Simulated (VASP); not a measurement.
Runs of VASP 6.6.1 on Al3SiNO. The structure is that of space group Pmmm (No. 47), or close to it. The cells are those of the table. 

```tsv
task	spin	cell	k mesh	cutoff (eV)	gap on the mesh (eV)	pressure (GPa)	largest force (eV/Å)
relaxation of cell and atoms	off	relaxed from a = 3.359, b = 5.043, c = 5.224 Å, angles 90.0, 91.7, 90.0°, 6 atoms	6 × 4 × 4	600	none	0.0	0.04
single point	collinear, ferromagnetic start	a = 3.359, b = 5.043, c = 5.224 Å, angles 90.0, 91.7, 90.0°, 6 atoms	4 × 4 × 4	520	none	(a)	-
single point	off	a = 3.349, b = 5.071, c = 5.241 Å, angles 90.0, 91.4, 90.0°, 6 atoms	6 × 4 × 4	520	none	0.1	0.04
single point	off	a = 3.323, b = 5.088, c = 5.251 Å, 6 atoms	12 × 8 × 8	520	none	0.0	0.01
```

Alike in all rows: level PBE; potentials or basis VASP PAW PBE potentials, release 64 (Al, Si, N, O); smearing gaussian 0.1 eV.

**Question.** Fill in the values left out.

**Answer.** (a) 0.2.

Caveats: some runs use coarse meshes.

A gap of «none» marks levels without a gap at the run's occupations.
